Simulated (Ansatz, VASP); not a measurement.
# Te2Mo: VASP beside Ansatz

File POSCAR:

```
Te2Mo
1.0
    3.5421276629      0.0000000000      0.0000000000
   -1.7710638315      3.0675725395      0.0000000000
    0.0000000000      0.0000000000     14.1766429168
Te Mo
4 2
Direct
    0.3333333333      0.6666666667      0.6234149329
    0.6666666667      0.3333333333      0.1234149329
    0.3333333333      0.6666666667      0.8765850671
    0.6666666667      0.3333333333      0.3765850671
    0.3333333333      0.6666666667      0.2500000000
    0.6666666667      0.3333333333      0.7500000000
```

The input INCAR.step1:

```
PREC = Accurate
ENCUT = 520
ISMEAR = 0
SIGMA = 0.01
LREAL = False
LASPH = True
NELM = 80
NBANDS = 35
GGA = PE
ALGO = Normal
EDIFF = 1E-4
LWAVE = True
LCHARG = False
```

The input INCAR.step2:

```
PREC = Accurate
ENCUT = 520
EDIFF = 1E-7
ISMEAR = 0
SIGMA = 0.01
LREAL = False
LASPH = True
NELM = 80
ALGO = Normal
ISIF = 2
LWAVE = False
LCHARG = False
METAGGA = R2SCAN
LMIXTAU = True
NBANDS = 35
ISTART = 1
```

Contents of KPOINTS:

```
regular mesh
0
Gamma
  12 12 2
```

Input for Ansatz:

```yaml
crystal:
  lattice:
    - [3.5421276629, 0.0, 0.0]
    - [-1.7710638315, 3.0675725395, 0.0]
    - [0.0, 0.0, 14.1766429168]
  atoms:
    - { symbol: Te, position: [0.3333333333, 0.6666666667, 0.6234149329] }
    - { symbol: Te, position: [0.6666666667, 0.3333333333, 0.1234149329] }
    - { symbol: Te, position: [0.3333333333, 0.6666666667, 0.8765850671] }
    - { symbol: Te, position: [0.6666666667, 0.3333333333, 0.3765850671] }
    - { symbol: Mo, position: [0.3333333333, 0.6666666667, 0.25] }
    - { symbol: Mo, position: [0.6666666667, 0.3333333333, 0.75] }
kpoints:
  mp_grid: { grid: [12, 12, 2] }
  band_path:
    path:
      - [0.0, 0.0, 0.0]
      - [0.5, 0.0, 0.0]
      - [0.3333333333, 0.3333333333, 0.0]
      - [0.0, 0.0, 0.5]
      - [0.5, 0.0, 0.5]
      - [0.3333333333, 0.3333333333, 0.5]
      - [0.195312, 0.197917, 0.0]
    npoints: 1
hamiltonian:
  xc: r2scan
scf:
  occupations: { method: fixed }
  n_extra_bands: 5
output:
  forces: true
  stress: true
  eigenvalues: true
  write_density: true
  write_potential: true
  elf: true
  volumetric_format: npy
```

Alike in both runs: task single point; functional r2SCAN; k mesh 12 × 12 × 2; no spin polarisation.

|  | VASP | Ansatz |
| --- | --- | --- |
| version | VASP 6.6.1 | Ansatz 0.2.0 |
| potentials or method | VASP PAW PBE potentials, release 64 (Te, Mo_sv) | plane waves, PAW |
| plane-wave cutoff (eV) | 520 | 500 |
| occupations | gaussian, width 0.01 eV | fixed |
| valence electrons in the cell | 52 | 92 |

|  | VASP | Ansatz | Ansatz less VASP |
| --- | --- | --- | --- |
| gap on the k mesh at the Fermi level (eV) | 0.93 | 0.93 | +0.006 |
| pressure (GPa) | 1.3 | 1.2 | -0.11 |
| traceless stress, the component that is largest in VASP (GPa) | -0.01 | -0.07 | -0.058 |
| rms of the force components (eV/Å) | 0.004 | 0.016 | +0.0121 |

VASP's potentials were made for PBE, not for r2SCAN. Atom by atom the forces differ by 0.012 eV/Å (rms over components). VASP's potentials hold 52 valence electrons a cell and Ansatz's 92, so a difference there can come from the potentials and not from the codes.

Neither program's run includes spin-orbit coupling.
